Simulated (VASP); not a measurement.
Wanted: the native input for a VASP 6.6.1 run.

* Task: single point
* Functional: PBEsol
* Potentials or basis: VASP PAW PBE potentials, release 64 (Mg)
* Cutoff: 520 eV
* k mesh: 20 × 20 × 20
* Occupations: gaussian, width 0.1 eV
* Spin: no spin polarisation
* Dipole correction: no
* Further INCAR settings: ALGO = Normal; EDIFF = 1e-06; NBANDS = 7

The structure of Mg lies in POSCAR:

```
Mg
1.0
   -1.4067699698      1.4067699698      1.4067699698
    1.4067699698     -1.4067699698      1.4067699698
    1.4067699698      1.4067699698     -1.4067699698
Mg
1
Direct
    0.0000000000      0.0000000000      0.0000000000
```

This isn't the form of Mg at room conditions, which is hcp.

The input as run:

INCAR

```
SYSTEM = Mg
PREC = Accurate
ENCUT = 520
EDIFF = 1E-6
ISMEAR = 0
SIGMA = 0.1
LREAL = .False.
LASPH = .True.
NELM = 80
ALGO = Normal
ISIF = 2
LWAVE = .False.
LCHARG = .True.
GGA = PS
LELF = .True.
LVHAR = .True.
NBANDS = 7
```

KPOINTS

```
Automatic mesh
0
Gamma
  20 20 20
  0 0 0
```

Potentials or basis: VASP PAW PBE potentials, release 64 (Mg).

Run with:

```sh
$ cat potpaw_PBE.64/Mg/POTCAR > POTCAR
$ mpirun -np 1 vasp_std > vasp.out
```

It gave:

The pressure is 102.7 GPa and the band gap on the k mesh is zero (bands 1 and 2 overlap by 4.72 eV).

Caveat: the cell stands under pressure; the PAW data sets were made with another functional, which shifts forces and pressure a little.

It took 16 s on 1 thread of Intel Xeon 8259CL (shared host), peak memory 0.14 GiB.
